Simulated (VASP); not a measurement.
# CdTe (F-43m) in VASP: further runs

The runs below take CdTe through single point, with PBE, LDA.

Program: VASP 6.6.1. These are calculated values, not measurements. Logs are shortened: lines on timing, memory, paths and dates and some standing lists are left out, and cuts for length are marked.

**1. The cell of the first run**

Symmetry: F-43m, No. 216, cubic system. Conventional cell: a = 6.560 Å, b = 6.560 Å, c = 6.560 Å, α = 90.00°, β = 90.00°, γ = 90.00°. Cd (site symmetry -43m) has 4 Te at 2.84 Å within 3.7 Å. Te (site symmetry -43m) has 4 Cd at 2.84 Å within 3.7 Å.

**2. Single point, PBE**

INCAR

```
SYSTEM = CdTe
ALGO     = Normal         ! electronic algorithm
EDIFF    = 1E-7           ! SCF threshold, eV
ENCUT    = 520            ! plane-wave cutoff, eV
GGA      = PE             ! functional
ISIF     = 2              ! what is computed and relaxed
ISMEAR   = 0              ! smearing method
LASPH    = .TRUE.         ! aspherical terms in the spheres
LCHARG   = .FALSE.        ! write CHGCAR
LREAL    = .FALSE.        ! projectors in reciprocal space
LWAVE    = .FALSE.        ! write WAVECAR
NBANDS   = 16             ! bands
NELM     = 60             ! most SCF steps
PREC     = Accurate       ! precision mode
SIGMA    = 0.01           ! smearing width, eV
```

KPOINTS

```
k-points
0
G
  4 4 4
  0 0 0
```

POSCAR

```
CdTe
1.0
    0.0000000000      3.2799551166      3.2799551166
    3.2799551166      0.0000000000      3.2799551166
    3.2799551166      3.2799551166      0.0000000000
Cd Te
1 1
Direct
    0.0000000000      0.0000000000      0.0000000000
    0.2500000000      0.2500000000      0.2500000000
```

Potentials or basis: VASP PAW PBE potentials, release 64 (Cd, Te).

Run with:

```console
> cat potpaw_PBE.64/Cd/POTCAR potpaw_PBE.64/Te/POTCAR > POTCAR
> mpirun -np 1 vasp_std > vasp.out
```

OUTCAR:

```text
SYSTEM = CdTe
   EDIFF = 1E-7
   ENCUT = 520
   GGA = PE
   ISIF = 2
   ISMEAR = 0
   LASPH = .TRUE.
   LREAL = .FALSE.
   NELM = 60
   PREC = Accurate

 ion  position               nearest neighbor table
   1  0.000  0.000  0.000-   2 2.84   2 2.84   2 2.84   2 2.84
   2  0.250  0.250  0.250-   1 2.84   1 2.84   1 2.84   1 2.84

  LATTYP: Found a face centered cubic cell.
 ALAT       =     6.5599102332

  Lattice vectors:

 A1 = (   0.0000000000,   3.2799551166,   3.2799551166)
 A2 = (   3.2799551166,   0.0000000000,   3.2799551166)
 A3 = (   3.2799551166,   3.2799551166,   0.0000000000)

Analysis of symmetry for initial positions (statically):
=====================================================================
 Subroutine PRICEL returns:
 Original cell was already a primitive cell.

 Routine SETGRP: Setting up the symmetry group for a
 face centered cubic supercell.

 Subroutine GETGRP returns: Found 24 space group operations
 (whereof 24 operations were pure point group operations)
 out of a pool of 48 trial point group operations.

The static configuration has the point symmetry T_d .

Analysis of symmetry for dynamics (positions and initial velocities):
=====================================================================
 Subroutine PRICEL returns:
 Original cell was already a primitive cell.

 Routine SETGRP: Setting up the symmetry group for a
 face centered cubic supercell.

 Subroutine GETGRP returns: Found 24 space group operations
 (whereof 24 operations were pure point group operations)
 out of a pool of 48 trial point group operations.

The dynamic configuration has the point symmetry T_d .

 Subroutine INISYM returns: Found 24 space group operations
 (whereof 24 operations are pure point group operations),
 and found     1 'primitive' translations

----------------------------------------------------------------------------------------

                                     Primitive cell

  volume of cell :      70.5722

  direct lattice vectors                    reciprocal lattice vectors
     0.000000000  3.279955117  3.279955117    -0.152441110  0.152441110  0.152441110
     3.279955117  0.000000000  3.279955117     0.152441110 -0.152441110  0.152441110
     3.279955117  3.279955117  0.000000000     0.152441110  0.152441110 -0.152441110

  length of vectors
     4.638557010  4.638557010  4.638557010     0.264035748  0.264035748  0.264035748

  position of ions in fractional coordinates (direct lattice)
     0.000000000  0.000000000  0.000000000
     0.250000000  0.250000000  0.250000000

  ion indices of the primitive-cell ions
   primitive index   ion index
                 1           1
                 2           2

----------------------------------------------------------------------------------------

 KPOINTS: k-points

Automatic generation of k-mesh.
 Grid dimensions read from file:
 generate k-points for:    4    4    4

 Generating k-lattice:

  Cartesian coordinates                     Fractional coordinates (reciprocal lattice)
    -0.038110278  0.038110278  0.038110278     0.250000000  0.000000000  0.000000000
     0.038110278 -0.038110278  0.038110278     0.000000000  0.250000000  0.000000000
     0.038110278  0.038110278 -0.038110278     0.000000000  0.000000000  0.250000000

  Length of vectors
     0.066008937  0.066008937  0.066008937

  Shift w.r.t. Gamma in fractional coordinates (k-lattice)
     0.000000000  0.000000000  0.000000000

 Subroutine IBZKPT returns following result:
 ===========================================

 Found      8 irreducible k-points:

 Following reciprocal coordinates:
            Coordinates               Weight
  0.000000  0.000000  0.000000      1.000000
  0.250000  0.000000  0.000000      8.000000
  0.500000  0.000000  0.000000      4.000000
  0.250000  0.250000  0.000000      6.000000
  0.500000  0.250000  0.000000     24.000000
 -0.250000  0.250000  0.000000     12.000000
  0.500000  0.500000  0.000000      3.000000
 -0.250000  0.500000  0.250000      6.000000
   k-points           NKPTS =      8   k-points in BZ     NKDIM =      8   number of bands    NBANDS=     16
   number of dos      NEDOS =    301   number of ions     NIONS =      2
   total plane-waves  NPLWV =  46656
   dimension x,y,z NGX =    36 NGY =   36 NGZ =   36
   dimension x,y,z NGXF=    72 NGYF=   72 NGZF=   72
   ions per type =               1   1
   NGX,Y,Z   is equivalent  to a cutoff of  12.90, 12.90, 12.90 a.u.
   NGXF,Y,Z  is equivalent  to a cutoff of  25.80, 25.80, 25.80 a.u.
 SYSTEM =  CdTe
   PREC   = accura    normal or accurate (medium, high low for compatibility)
   ISTART =      0    job   : 0-new  1-cont  2-samecut
   ICHARG =      2    charge: 1-file 2-atom 10-const
   ISPIN  =      1    spin polarized calculation?
   LNONCOLLINEAR =      F non collinear calculations
   LSORBIT =      F    spin-orbit coupling
   LASPH  =      T    aspherical Exc in radial PAW
   ENCUT  =  520.0 eV  38.22 Ry    6.18 a.u.   8.62  8.62  8.62*2*pi/ulx,y,z
   NELM   =     60;   NELMIN=  2; NELMDL= -5     # of ELM steps
   EDIFF  = 0.1E-06   stopping-criterion for ELM
   LREAL  =      F    real-space projection
   EDIFFG = 0.1E-05   stopping-criterion for IOM
   NSW    =      0    number of steps for IOM
   IBRION =     -1    ionic relax: 0-MD 1-quasi-New 2-CG
   NFREE  =      0    steps in history (QN), initial steepest desc. (CG)
   ISIF   =      2    stress and relaxation
   ISYM   =      2    0-nonsym 1-usesym 2-fastsym
   POTIM  = 0.5000    time-step for ionic-motion
   TEBEG  =    0.0;   TEEND  =   0.0 temperature during run
   PSTRESS=    0.0 pullay stress
   NELECT =      18.0000    total number of electrons
   NUPDOWN=      -1.0000    fix difference up-down
   EMIN   =  10.00;   EMAX   =-10.00  energy-range for DOS
   EFERMI =   0.00;   METHOD = LEGACY
   ISMEAR =     0;   SIGMA  =   0.01  broadening in eV -4-tet -1-fermi 0-gaus
   EFERMI_NEDOS =   21; number of points for ismear=-14 and -15
   IALGO  =     38    algorithm
   IMIX   =      4    mixing-type and parameters
     AMIX     =   0.40;   BMIX     =  1.00
     AMIX_MAG =   1.60;   BMIX_MAG =  1.00
  volume/ion in A,a.u.               =      35.29       238.12
  Fermi-wavevector in a.u.,A,eV,Ry     =   1.038216  1.961944 14.665621  1.077893
  Thomas-Fermi vector in A             =   2.172690
   LORBIT       =      0    0 simple, 1 ext, 2 COOP (PROOUT), +10 PAW based schemes
   GGA     = PE    functional components
   LHFCALC =     F    Hartree Fock is set to
   AEXX    =    0.0000 exact exchange contribution
   IVDW    =     0    specifies the selected vdW correction
   LEPSILON=     F    determine dielectric tensor
   LRPA    =     F    only Hartree local field effects (RPA)
 non-spin polarized calculation
 Gauss-broadening in eV      SIGMA  =   0.01
  energy-cutoff  :      520.00
  volume of cell :       70.57
 maximum number of plane-waves:      1924
 NGX is ok and might be reduce to    36
   NGX = 17   NGY = 17   NGZ = 17

 number of electron      18.0000006 magnetization

 Free energy of the ion-electron system (eV)
  ---------------------------------------------------
  ext. energy  EPLUGINS =         0.00000000
  ---------------------------------------------------
  free energy    TOTEN  =        -4.74596455 eV

  energy without entropy =       -4.74596455  energy(sigma->0) =       -4.74596455

 E-fermi :   2.1406     XC(G=0):  -8.4106

 val. band max:        2.0506495291   @ k =   0.0000   0.0000   0.0000
 cond. band min:       2.6986496457   @ k =   0.0000   0.0000   0.0000
 fundamental gap:      0.6480001166
 Fermi energy:         2.1405758708

 k-point     1 :       0.0000    0.0000    0.0000
  band No.  band energies     occupation
      1      -8.9160      2.00000
      2      -6.1493      2.00000
      3      -6.1493      2.00000
      4      -6.1493      2.00000
      5      -5.9171      2.00000
      6      -5.9171      2.00000
      7       2.0506      2.00000
      8       2.0506      2.00000
      9       2.0506      2.00000
     10       2.6986      0.00000
     11       6.6561      0.00000
     12       6.6561      0.00000
     13       6.6561      0.00000
     14       9.4578      0.00000
     15      11.3297      0.00000
     16      11.3297      0.00000

 k-point     2 :       0.2500    0.0000    0.0000
  band No.  band energies     occupation
      1      -8.7331      2.00000
      2      -6.1174      2.00000
      3      -6.1174      2.00000
      4      -5.9603      2.00000
      5      -5.9172      2.00000
      6      -5.9172      2.00000
      7      -0.5905      2.00000
      8       1.6508      2.00000
      9       1.6508      2.00000
     10       3.9645      0.00000
     11       7.1846      0.00000
     12       7.1846      0.00000
     13       7.3451      0.00000
     14      10.3381      0.00000
     15      10.4604      0.00000
     16      10.4604      0.00000

 k-point     3 :       0.5000    0.0000    0.0000
  band No.  band energies     occupation
      1      -8.5538      2.00000
      2      -6.0928      2.00000
      3      -6.0928      2.00000
      4      -5.9089      2.00000
      5      -5.9089      2.00000
      6      -5.5883      2.00000
      7      -2.1827      2.00000
      8       1.3255      2.00000
      9       1.3255      2.00000
     10       3.8186      0.00000
     11       7.2338      0.00000
     12       7.2338      0.00000
     13       9.0920      0.00000
     14      10.5729      0.00000
     15      12.2588      0.00000
     16      12.2588      0.00000

 k-point     4 :       0.2500    0.2500    0.0000
  band No.  band energies     occupation
      1      -8.6739      2.00000
      2      -6.0804      2.00000
      3      -6.0804      2.00000
      4      -5.9982      2.00000
      5      -5.9033      2.00000
      6      -5.8839      2.00000
      7      -0.5592      2.00000
      8       1.0353      2.00000
      9       1.0353      2.00000
     10       4.9179      0.00000
     11       5.4000      0.00000
     12       8.4430      0.00000
     13       8.4430      0.00000
     14       8.8336      0.00000
     15      11.8581      0.00000
     16      12.5508      0.00000

 k-point     5 :       0.5000    0.2500    0.0000
  band No.  band energies     occupation
      1      -8.4995      2.00000
      2      -6.0624      2.00000
      3      -6.0466      2.00000
      4      -5.9519      2.00000
      5      -5.9025      2.00000
      6      -5.5355      2.00000
      7      -1.8735      2.00000
      8       0.0933      2.00000
      9       0.7606      2.00000
     10       4.9907      0.00000
     11       6.5055      0.00000
     12       8.1945      0.00000
     13       8.7284      0.00000
     14      10.9247      0.00000
     15      12.4590      0.00000
     16      12.9947      0.00000

 k-point     6 :      -0.2500    0.2500    0.0000
  band No.  band energies     occupation
      1      -8.5561      2.00000
      2      -6.0782      2.00000
      3      -6.0760      2.00000
      4      -5.9237      2.00000
      5      -5.9224      2.00000
      6      -5.6530      2.00000
      7      -1.5330      2.00000
      8       0.0333      2.00000
      9       1.2966      2.00000
     10       5.1021      0.00000
     11       7.2429      0.00000
     12       7.6463      0.00000
     13       7.8564      0.00000
     14      10.0561      0.00000
     15      11.4639      0.00000
     16      13.0619      0.00000

 k-point     7 :       0.5000    0.5000    0.0000
  band No.  band energies     occupation
      1      -8.4439      2.00000
      2      -6.0060      2.00000
      3      -6.0039      2.00000
      4      -6.0039      2.00000
      5      -5.8895      2.00000
      6      -5.4589      2.00000
      7      -2.0975      2.00000
      8       0.3022      2.00000
      9       0.3022      2.00000
     10       4.7110      0.00000
     11       4.7211      0.00000
     12      10.7021      0.00000
     13      10.9842      0.00000
     14      10.9842      0.00000
     15      12.7866      0.00000
     16      13.4847      0.00000

 k-point     8 :      -0.2500    0.5000    0.2500
  band No.  band energies     occupation
      1      -8.4454      2.00000
      2      -6.0405      2.00000
      3      -6.0334      2.00000
      4      -5.9428      2.00000
      5      -5.9158      2.00000
      6      -5.3880      2.00000
      7      -1.9770      2.00000
      8      -0.1384      2.00000
      9      -0.0031      2.00000
     10       6.1687      0.00000
     11       6.7341      0.00000
     12       7.5529      0.00000
     13       8.3525      0.00000
     14      11.4966      0.00000
     15      12.9891      0.00000
     16      13.2205      0.00000

------------------------ aborting loop because EDIFF is reached ----------------------------------------

  FORCE on cell =-STRESS in cart. coord.  units (eV):
  Direction    XX          YY          ZZ          XY          YZ          ZX
  --------------------------------------------------------------------------------------
  -------------------------------------------------------------------------------------
  Total        0.5776278      0.5776278      0.5776278     -0.0000000     -0.0000000      0.0000000
  in kB       13.1136922     13.1136922     13.1136922     -0.0000000     -0.0000000      0.0000000
  external PRESSURE =      13.1136922 kB  Pullay stress =       0.0000000 kB

 VOLUME and BASIS-vectors are now :
 -----------------------------------------------------------------------------
  energy-cutoff  :      520.00
  volume of cell :       70.57
      direct lattice vectors                 reciprocal lattice vectors
     0.000000000  3.279955117  3.279955117    -0.152441110  0.152441110  0.152441110
     3.279955117  0.000000000  3.279955117     0.152441110 -0.152441110  0.152441110
     3.279955117  3.279955117  0.000000000     0.152441110  0.152441110 -0.152441110

 POSITION                                       TOTAL-FORCE (eV/Angst)
 -----------------------------------------------------------------------------------
      0.00000      0.00000      0.00000        -0.000000     -0.000000     -0.000000
      1.63998      1.63998      1.63998         0.000000      0.000000      0.000000
 -----------------------------------------------------------------------------------
    total drift:                               -0.000000     -0.000000     -0.000000

  FREE ENERGIE OF THE ION-ELECTRON SYSTEM (eV)
  ---------------------------------------------------
  free  energy   TOTEN  =        -4.7459645453 eV

  energy  without entropy=       -4.7459645453  energy(sigma->0) =       -4.74596455
```

Wall time 14 s (1 thread of Intel Xeon 6975P-C, shared host); peak memory 0.2 GiB.

Results:

- Free energy: -4.7460 eV
- Pressure: 1.3 GPa
- Band gap on the k mesh: 0.65 eV, direct

Caveat: spin-orbit coupling is left out, which moves the levels of the heavy elements. A hybrid or GW would open this gap; PBE tends to underestimate it.

**3. Single point, PBE**

INCAR

```
PREC = Accurate
ENCUT = 520
EDIFF = 1E-7
ISMEAR = 0
SIGMA = 0.01
LREAL = F
LASPH = T
NELM = 60
ALGO = Normal
ISIF = 2
LWAVE = F
LCHARG = F
GGA = PE
NBANDS = 16
```

KPOINTS

```
Automatic mesh
0
Gamma
  4 4 4
```

POSCAR is that of step 2.

Potentials or basis: VASP PAW PBE potentials, release 64 (Cd, Te).

Run with:

```console
> cat potpaw_PBE.64/Cd/POTCAR potpaw_PBE.64/Te/POTCAR > POTCAR
> mpirun -np 1 vasp_std > vasp.out
```

It took 14 s on 1 thread of Intel Xeon 6975P-C, shared host; peak memory 0.2 GiB.

It converged, with:

```
Free energy            : -4.7460 eV
Pressure               : 1.3 GPa
Band gap on the k mesh : 0.65 eV, direct
```

Levels at points of the mesh, in eV from the valence-band top:
```csv
k point,band 6,band 7,band 8,band 9,band 10,band 11,band 12,band 13
"(0.00, 0.00, 0.00)",-7.97,0.00,0.00,0.00,0.65,4.61,4.61,4.61
"(0.50, 0.00, 0.00)",-7.64,-4.23,-0.73,-0.73,1.77,5.18,5.18,7.04
"(0.50, 0.50, 0.00)",-7.51,-4.15,-1.75,-1.75,2.66,2.67,8.65,8.93
```

Caveat: spin-orbit coupling is left out, which moves the levels of the heavy elements. As with any semilocal functional, this PBE gap is likely too small.

[end of part 1 of 2]
